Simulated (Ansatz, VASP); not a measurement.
# MgO in VASP and in Ansatz

```xyz
2
Lattice="0.0936 2.0908 2.0908 2.0908 0.0936 2.0908 2.0908 2.0908 0.0936" Properties=species:S:1:pos:R:3 pbc="T T T"
Mg    0.0000    0.0000    0.0000
O     2.1376    2.1376    2.1376
```

Change from the starting cell: epitaxial_111 strain -5.0%.

Alike in both runs: task single point; functional r2SCAN; k mesh 10 × 10 × 10; no spin polarisation.

|  | VASP | Ansatz |
| --- | --- | --- |
| version | VASP 6.6.1 | Ansatz 0.2.0 |
| potentials or method | VASP PAW PBE potentials, release 64 (Mg_sv, O) | plane waves, PAW |
| plane-wave cutoff (eV) | 920 | 500 |
| occupations | gaussian, width 0.01 eV | fixed |
| valence electrons in the cell | 16 | 16 |

Ansatz gave:

* gap on the k mesh at the Fermi level (eV): 6.29
* pressure (GPa): 17.1
* traceless stress, the component that is largest in VASP (GPa): -8.56

Task: What did VASP give for the same quantities?

Result: gap on the k mesh at the Fermi level (eV): 6.30; pressure (GPa): 18.0; traceless stress, the component that is largest in VASP (GPa): -8.54.

VASP's potentials were made for PBE, not for r2SCAN.
